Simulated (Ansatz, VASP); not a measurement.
# One calculation of Ru, two programs

```
Ru
1.0
     2.65391    0.00000    0.00000
    -1.32696    2.29836    0.00000
     0.00000    0.00000    4.25238
Ru
2
Cartesian
  0.0000 1.6704 1.0631
  1.3270 0.6280 3.1893
```

Change from the starting cell: mode 5 frozen in at +0.140 Å, equal normal strain along x and y -0.0133.

Alike in both runs: task single point; functional PBEsol; k mesh 18 × 18 × 10; occupations gaussian, width 0.15 eV; no spin polarisation.

```csv
,VASP,Ansatz
version,VASP 6.6.1,Ansatz 0.2.0
potentials or method,"VASP PAW PBE potentials, release 64 (Ru_pv), cutoff 520 eV","scalar-relativistic, plane waves, PAW"
valence electrons in the cell,28,32
```

Ansatz gave:

* gap on the k mesh at the Fermi level (eV): none
* pressure (GPa): 14.1
* traceless stress, the component that is largest in VASP (GPa): -5.82
* rms of the force components (eV/Å): 1.108

Task: What did VASP give for the same quantities?

Result: gap on the k mesh at the Fermi level (eV): none; pressure (GPa): 14.1; traceless stress, the component that is largest in VASP (GPa): -5.90; rms of the force components (eV/Å): 1.111.

VASP's potentials were made for PBE, not for PBEsol, and Ansatz warns of the same on its side. Atom by atom the forces differ by 0.003 eV/Å (rms over components). A gap of «none» marks a metal or a gap that the smearing closes. The functional is the same, so the differences come from potentials, cutoffs and numerics. VASP's potentials hold 28 valence electrons a cell and Ansatz's 32, so a difference there can come from the potentials and not from the codes.
